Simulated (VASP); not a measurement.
Set up this calculation in VASP 6.6.1, as the native input.

```yaml
Task: single point
Functional: PBE
Potentials_or_basis: VASP PAW PBE potentials, release 64 (Ru_pv, C)
Cutoff: 600 eV
k_mesh: 6 × 6 × 6
Occupations: gaussian, width 0.2 eV
Spin: no spin polarisation
Dipole_correction: no
Further_INCAR_settings: ALGO = Normal; EDIFF = 1e-06; NBANDS = 23
```

The structure of Ru2C lies in POSCAR:

```
Ru2C
1.0
    0.0000000000      2.7201299340      2.7201299340
    2.7201299340      0.0000000000      2.7201299340
    2.7201299340      2.7201299340      0.0000000000
Ru C
2 1
Direct
    0.0000000000      0.0000000000      0.0000000000
    0.7500000000      0.7500000000      0.7500000000
    0.2500000000      0.2500000000      0.2500000000
```

The cell was generated, and may not be a known phase.

One way to write it, as run:

INCAR

```
ALGO = Normal
EDIFF = 1E-6
ENCUT = 600
GGA = PE
GGA_COMPAT = F
ISIF = 2
ISMEAR = 0
LASPH = T
LCHARG = T
LELF = T
LREAL = F
LVHAR = T
LWAVE = F
NBANDS = 23
NELM = 120
PREC = Accurate
SIGMA = 0.2
```

KPOINTS

```
k-points
0
Gamma
  6 6 6
```

Potentials or basis: VASP PAW PBE potentials, release 64 (Ru_pv, C).

Launch:

```sh
$ cat potpaw_PBE.64/Ru_pv/POTCAR potpaw_PBE.64/C/POTCAR > POTCAR
$ mpirun -np 1 vasp_std > vasp.out
```

Results of the run:

| Quantity | Value |
| --- | --- |
| Pressure | 0.2 GPa |
| Band gap on the k mesh | zero (bands 16 and 17 overlap by 1.77 eV) |

It took 34 s on 1 thread of Intel Xeon 8259CL, with other jobs on the host, peak memory 0.18 GiB.
